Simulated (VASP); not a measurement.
# Ge (Pm-3m) in VASP: notebook

The runs below take Ge through relaxation of cell and atoms, single point, with PBEsol-based global hybrid with 25 % exact exchange, B3LYP, PBE0.

Program: VASP 6.6.1. These are calculated values, not measurements. Logs are shortened: lines on timing, memory, paths and dates and some standing lists are left out, and cuts for length are marked.

## Step 1: The cell of the first run

It takes space group Pm-3m (No. 221, cubic). Conventional cell: a = 2.710 Å, b = 2.710 Å, c = 2.710 Å, α = 90.00°, β = 90.00°, γ = 90.00°. Within 3.6 Å of Ge (site symmetry m-3m) lie 6 Ge at 2.71 Å.

This isn't the form of Ge at room conditions, which is diamond.

## Step 2: Relaxation of cell and atoms, PBEsol-based global hybrid with 25 % exact exchange

The input, POSCAR:

```
Ge
1.0
    2.7104700000      0.0000000000      0.0000000000
    0.0000000000      2.7104700000      0.0000000000
    0.0000000000      0.0000000000      2.7104700000
Ge
1
Direct
    0.0000000000      0.0000000000      0.0000000000
```

The input, INCAR.step1:

```
PREC = Accurate
ENCUT = 600
EDIFF = 1E-5
ISMEAR = -1
SIGMA = 0.05
LREAL = False
LASPH = True
NELM = 100
ALGO = Normal
LWAVE = True
LCHARG = False
GGA = PE
NBANDS = 13
```

The input, INCAR.step2:

```
PREC = Accurate
ENCUT = 600
EDIFF = 1E-7
ISMEAR = -1
SIGMA = 0.05
LREAL = False
LASPH = True
NELM = 100
ALGO = Normal
ISIF = 3
LWAVE = False
LCHARG = False
GGA = PS
LHFCALC = True
AEXX = 0.25
PRECFOCK = Normal
IBRION = 2
NSW = 60
EDIFFG = -0.01
ISTART = 1
```

The input, KPOINTS:

```
regular mesh
0
Gamma
  5 5 5
```

Potentials or basis: VASP PAW PBE potentials, release 64 (Ge_d).

Run with:

```console
cat potpaw_PBE.64/Ge_d/POTCAR > POTCAR
cp INCAR.step1 INCAR
mpirun -np 1 vasp_std > vasp.out
cp INCAR.step2 INCAR
mpirun -np 1 vasp_std > vasp.out
```

OUTCAR:

```text
PREC = Accurate
   ENCUT = 600
   EDIFF = 1E-7
   ISMEAR = -1
   LREAL = False
   LASPH = True
   NELM = 100
   ISIF = 3
   GGA = PS
   LHFCALC = True
   AEXX = 0.25
   PRECFOCK = Normal
   IBRION = 2
   NSW = 60
   EDIFFG = -0.01
   ISTART = 1

 ion  position               nearest neighbor table
   1  0.000  0.000  0.000-

  LATTYP: Found a simple cubic cell.
 ALAT       =     2.7104700000

  Lattice vectors:

 A1 = (   2.7104700000,   0.0000000000,   0.0000000000)
 A2 = (   0.0000000000,   2.7104700000,   0.0000000000)
 A3 = (   0.0000000000,   0.0000000000,   2.7104700000)

Analysis of symmetry for initial positions (statically):
=====================================================================
 Subroutine PRICEL returns:
 Original cell was already a primitive cell.

 Routine SETGRP: Setting up the symmetry group for a
 simple cubic supercell.

 Subroutine GETGRP returns: Found 48 space group operations
 (whereof 48 operations were pure point group operations)
 out of a pool of 48 trial point group operations.

The static configuration has the point symmetry O_h .

Analysis of symmetry for dynamics (positions and initial velocities):
=====================================================================
 Subroutine PRICEL returns:
 Original cell was already a primitive cell.

 Routine SETGRP: Setting up the symmetry group for a
 simple cubic supercell.

 Subroutine GETGRP returns: Found 48 space group operations
 (whereof 48 operations were pure point group operations)
 out of a pool of 48 trial point group operations.

The dynamic configuration has the point symmetry O_h .

 Subroutine INISYM returns: Found 48 space group operations
 (whereof 48 operations are pure point group operations),
 and found     1 'primitive' translations

----------------------------------------------------------------------------------------

                                     Primitive cell

  volume of cell :      19.9129

  direct lattice vectors                    reciprocal lattice vectors
     2.710470000  0.000000000  0.000000000     0.368939704  0.000000000  0.000000000
     0.000000000  2.710470000  0.000000000     0.000000000  0.368939704  0.000000000
     0.000000000  0.000000000  2.710470000     0.000000000  0.000000000  0.368939704

  length of vectors
     2.710470000  2.710470000  2.710470000     0.368939704  0.368939704  0.368939704

  position of ions in fractional coordinates (direct lattice)
     0.000000000  0.000000000  0.000000000

  ion indices of the primitive-cell ions
   primitive index   ion index
                 1           1

----------------------------------------------------------------------------------------

 KPOINTS: regular mesh

Automatic generation of k-mesh.
 Grid dimensions read from file:
 generate k-points for:    5    5    5

 Generating k-lattice:

  Cartesian coordinates                     Fractional coordinates (reciprocal lattice)
     0.073787941  0.000000000  0.000000000     0.200000000  0.000000000  0.000000000
     0.000000000  0.073787941  0.000000000     0.000000000  0.200000000  0.000000000
     0.000000000  0.000000000  0.073787941     0.000000000  0.000000000  0.200000000

  Length of vectors
     0.073787941  0.073787941  0.073787941

  Shift w.r.t. Gamma in fractional coordinates (k-lattice)
     0.000000000  0.000000000  0.000000000

 Subroutine IBZKPT returns following result:
 ===========================================

 Found     10 irreducible k-points:

 Following reciprocal coordinates:
            Coordinates               Weight
  0.000000  0.000000  0.000000      1.000000
  0.200000  0.000000  0.000000      6.000000
  0.400000  0.000000  0.000000      6.000000
  0.200000  0.200000  0.000000     12.000000
  0.400000  0.200000  0.000000     24.000000
  0.400000  0.400000  0.000000     12.000000
  0.200000  0.200000  0.200000      8.000000
  0.400000  0.200000  0.200000     24.000000
  0.400000  0.400000  0.200000     24.000000
  0.400000  0.400000  0.400000      8.000000
   k-points           NKPTS =     10   k-points in BZ     NKDIM =    125   number of bands    NBANDS=     11
   number of dos      NEDOS =    301   number of ions     NIONS =      1
   total plane-waves  NPLWV =  13824
   dimension x,y,z NGX =    24 NGY =   24 NGZ =   24
   dimension x,y,z NGXF=    48 NGYF=   48 NGZF=   48
   ions per type =               1
   NGX,Y,Z   is equivalent  to a cutoff of  14.72, 14.72, 14.72 a.u.
   NGXF,Y,Z  is equivalent  to a cutoff of  29.44, 29.44, 29.44 a.u.
 SYSTEM =  unknown system
   PREC   = accura    normal or accurate (medium, high low for compatibility)
   ISTART =      1    job   : 0-new  1-cont  2-samecut
   ICHARG =      0    charge: 1-file 2-atom 10-const
   ISPIN  =      1    spin polarized calculation?
   LNONCOLLINEAR =      F non collinear calculations
   LSORBIT =      F    spin-orbit coupling
   LASPH  =      T    aspherical Exc in radial PAW
   ENCUT  =  600.0 eV  44.10 Ry    6.64 a.u.   5.41  5.41  5.41*2*pi/ulx,y,z
   NELM   =    100;   NELMIN=  2; NELMDL=  0     # of ELM steps
   EDIFF  = 0.1E-06   stopping-criterion for ELM
   LREAL  =      F    real-space projection
   EDIFFG = -.1E-01   stopping-criterion for IOM
   NSW    =     60    number of steps for IOM
   IBRION =      2    ionic relax: 0-MD 1-quasi-New 2-CG
   NFREE  =      1    steps in history (QN), initial steepest desc. (CG)
   ISIF   =      3    stress and relaxation
   ISYM   =      3    0-nonsym 1-usesym 2-fastsym
   POTIM  = 0.5000    time-step for ionic-motion
   TEBEG  =    0.0;   TEEND  =   0.0 temperature during run
   PSTRESS=    0.0 pullay stress
   NELECT =      14.0000    total number of electrons
   NUPDOWN=      -1.0000    fix difference up-down
   EMIN   =  10.00;   EMAX   =-10.00  energy-range for DOS
   EFERMI =   0.00;   METHOD = LEGACY
   ISMEAR =    -1;   SIGMA  =   0.05  broadening in eV -4-tet -1-fermi 0-gaus
   EFERMI_NEDOS =   21; number of points for ismear=-14 and -15
   IALGO  =     38    algorithm
   IMIX   =      1    mixing-type and parameters
     AMIX     =   0.40;   BMIX     =  1.00
     AMIX_MAG =   1.60;   BMIX_MAG =  1.00
  volume/ion in A,a.u.               =      19.91       134.38
  Fermi-wavevector in a.u.,A,eV,Ry     =   1.455703  2.750881 28.831731  2.119072
  Thomas-Fermi vector in A             =   2.572707
   LORBIT       =      0    0 simple, 1 ext, 2 COOP (PROOUT), +10 PAW based schemes
   GGA     = PS    functional components
   LHFCALC =     T    Hartree Fock is set to
   PRECFOCK=normal    Normal, Fast or Accurate (Low or Medium for compatibility)
   ENCUT4O =  -1.0   cutoff for four orbital integrals eV
   NKREDX  =     1    reduce k-point grid by
   NKREDY  =     1    reduce k-point grid by
   NKREDZ  =     1    reduce k-point grid by
   AEXX    =    0.2500 exact exchange contribution
   HFSCREEN=    0.0000 screening length (either q_TF or 0.3 A-1)
   HFSCREENC=   0.0000 screening length for correlation (either q_TF or 0.3 A-1)
   ENCUTFOCK=  -1.0 apply spherical cutoff to Coloumb kernel
   IVDW    =     0    specifies the selected vdW correction
   LEPSILON=     F    determine dielectric tensor
   LRPA    =     F    only Hartree local field effects (RPA)
 conjugate gradient relaxation of ions
 non-spin polarized calculation
  energy-cutoff  :      600.00
  volume of cell :       19.91
 maximum number of plane-waves:       691
 NGX is ok and might be reduce to    24
  NGX = 18; NGY = 18; NGZ = 18

--------------------------------------- Ionic step        1  -------------------------------------------

 number of electron      13.9999994 magnetization

 Free energy of the ion-electron system (eV)
  ---------------------------------------------------
  ext. energy  EPLUGINS =         0.00000000
  ---------------------------------------------------
  free energy    TOTEN  =        -5.95484819 eV

  energy without entropy =       -5.95152265  energy(sigma->0) =       -5.95318542

------------------------ aborting loop because EDIFF is reached ----------------------------------------

  FORCE on cell =-STRESS in cart. coord.  units (eV):
  Direction    XX          YY          ZZ          XY          YZ          ZX
  --------------------------------------------------------------------------------------
  -------------------------------------------------------------------------------------
  Total       -0.4579307     -0.4579307     -0.4579307      0.0000000      0.0000000     -0.0000000
  in kB      -36.8448275    -36.8448275    -36.8448275      0.0000000      0.0000000     -0.0000000
  external PRESSURE =     -36.8448275 kB  Pullay stress =       0.0000000 kB

 VOLUME and BASIS-vectors are now :
 -----------------------------------------------------------------------------
  energy-cutoff  :      600.00
  volume of cell :       19.91
      direct lattice vectors                 reciprocal lattice vectors
     2.710470000  0.000000000  0.000000000     0.368939704  0.000000000  0.000000000
     0.000000000  2.710470000  0.000000000     0.000000000  0.368939704  0.000000000
     0.000000000  0.000000000  2.710470000     0.000000000  0.000000000  0.368939704

 POSITION                                       TOTAL-FORCE (eV/Angst)
 -----------------------------------------------------------------------------------
      0.00000      0.00000      0.00000         0.000000      0.000000      0.000000
 -----------------------------------------------------------------------------------
    total drift:                                0.000000      0.000000     -0.000000

  FREE ENERGIE OF THE ION-ELECTRON SYSTEM (eV)
  ---------------------------------------------------
  free  energy   TOTEN  =        -5.9548481926 eV

  energy  without entropy=       -5.9515226519  energy(sigma->0) =       -5.95318542
[... 15 lines left out ...]
 VOLUME and BASIS-vectors are now :
 -----------------------------------------------------------------------------
  energy-cutoff  :      600.00
  volume of cell :       18.62
      direct lattice vectors                 reciprocal lattice vectors
     2.650590860  0.000000000 -0.000000000     0.377274371 -0.000000000  0.000000000
     0.000000000  2.650590860  0.000000000    -0.000000000  0.377274371 -0.000000000
    -0.000000000  0.000000000  2.650590860     0.000000000 -0.000000000  0.377274371

 POSITION                                       TOTAL-FORCE (eV/Angst)
 -----------------------------------------------------------------------------------
      0.00000      0.00000      0.00000         0.000000      0.000000      0.000000
 -----------------------------------------------------------------------------------
    total drift:                                0.000000      0.000000     -0.000000

  FREE ENERGIE OF THE ION-ELECTRON SYSTEM (eV)
  ---------------------------------------------------
  free  energy   TOTEN  =        -5.9642971301 eV

  energy  without entropy=       -5.9609715900  energy(sigma->0) =       -5.96263436

--------------------------------------- Ionic step        3  -------------------------------------------

 number of electron      13.9999993 magnetization

 Free energy of the ion-electron system (eV)
  ---------------------------------------------------
  ext. energy  EPLUGINS =         0.00000000
  ---------------------------------------------------
  free energy    TOTEN  =        -5.96621267 eV

  energy without entropy =       -5.96288713  energy(sigma->0) =       -5.96454990

 E-fermi :   5.3284     XC(G=0):  -8.9005

 val. band max:        5.1716354267   @ k =   0.4000   0.4000   0.2000
 cond. band min:       6.9636108001   @ k =   0.4000   0.4000   0.4000
 fundamental gap:      1.7919753734
 Fermi energy:         5.3284101383

 k-point     1 :       0.0000    0.0000    0.0000
  band No.  band energies     occupation
      1     -22.2055      2.00000
      2     -22.2055      2.00000
      3     -21.9222      2.00000
      4     -21.9222      2.00000
      5     -21.9222      2.00000
      6      -8.9399      2.00000
      7      14.3426      0.00000
      8      14.3426      0.00000
      9      14.3426      0.00000
     10      17.6046      0.00000
     11      17.6046      0.00000

 k-point     2 :       0.2000    0.0000    0.0000
  band No.  band energies     occupation
      1     -22.2001      2.00000
      2     -22.1308      2.00000
      3     -21.9478      2.00000
      4     -21.9478      2.00000
      5     -21.9200      2.00000
      6      -8.0394      2.00000
      7       7.8653      0.00000
      8      15.1549      0.00000
      9      15.1549      0.00000
     10      18.3526      0.00000
     11      20.1345      0.00000

 k-point     3 :       0.4000    0.0000    0.0000
  band No.  band energies     occupation
      1     -22.1912      2.00000
      2     -22.0102      2.00000
      3     -21.9893      2.00000
      4     -21.9893      2.00000
      5     -21.9165      2.00000
      6      -5.4861      2.00000
      7       0.6599      2.00000
      8      17.0882      0.00000
      9      17.0882      0.00000
     10      20.4006      0.00000
     11      22.2279      0.00000
[... 109 lines left out ...]
 VOLUME and BASIS-vectors are now :
 -----------------------------------------------------------------------------
  energy-cutoff  :      600.00
  volume of cell :       18.98
      direct lattice vectors                 reciprocal lattice vectors
     2.667386360  0.000000000 -0.000000000     0.374898820 -0.000000000  0.000000000
     0.000000000  2.667386360  0.000000000    -0.000000000  0.374898820 -0.000000000
    -0.000000000  0.000000000  2.667386360     0.000000000 -0.000000000  0.374898820

 POSITION                                       TOTAL-FORCE (eV/Angst)
 -----------------------------------------------------------------------------------
      0.00000      0.00000      0.00000         0.000000      0.000000      0.000000
 -----------------------------------------------------------------------------------
    total drift:                                0.000000      0.000000      0.000000

  FREE ENERGIE OF THE ION-ELECTRON SYSTEM (eV)
  ---------------------------------------------------
  free  energy   TOTEN  =        -5.9662126734 eV

  energy  without entropy=       -5.9628871333  energy(sigma->0) =       -5.96454990

 reached required accuracy - stopping structural energy minimisation
```

Run time: 13 min. Hardware: 1 thread of Oxide Virtual Turin-like, shared host; peak memory 0.12 GiB.

What came out:

```yaml
Free_energy: -5.9662 eV
Relaxed_volume: 18.98 Å³/atom
Relaxed_cell: a = 2.667 Å, b = 2.667 Å, c = 2.667 Å, α = 90.00°, β = 90.00°, γ = 90.00°
Space_group_after_relaxing_to_0.1_Å: Pm-3m (No. 221)
Energy_gained_by_relaxing: 11.4 meV/atom
Ionic_steps: 3
Pressure_after_relaxing: 0.0 GPa
Band_gap_on_the_k_mesh: zero (bands 7 and 8 overlap by 10.07 eV)
```

The path:
| step | energy change (eV) | largest force (eV/Å) | pressure (GPa) | volume (Å³) |
| --- | --- | --- | --- | --- |
| 1 | 0.0000 | 0.0000 | -3.68 | 19.91 |
| 2 | -0.0094 | 0.0000 | 1.80 | 18.62 |
| 3 | -0.0114 | 0.0000 | -0.03 | 18.98 |

Final structure:
```
Ge
1.0
     2.66739    0.00000    0.00000
     0.00000    2.66739    0.00000
     0.00000    0.00000    2.66739
Ge
1
Cartesian
  0.0000 0.0000 0.0000
```

Levels at points of the mesh, in eV from the Fermi level:
| k point | band 4 | band 5 | band 6 | band 7 | band 8 | band 9 |
| --- | --- | --- | --- | --- | --- | --- |
| (0.00, 0.00, 0.00) | -27.25 | -27.25 | -14.27 | 9.01 | 9.01 | 9.01 |

Caveat: the k points lie up to 0.47 Å⁻¹ apart in the final cell, too coarse for converged energies and pressures of a metal; the PAW data sets were made with another functional, which shifts forces and pressure a little.

[end of part 1 of 2]

The gap in the log of VASP goes by the Fermi energy; the results here count the filled bands.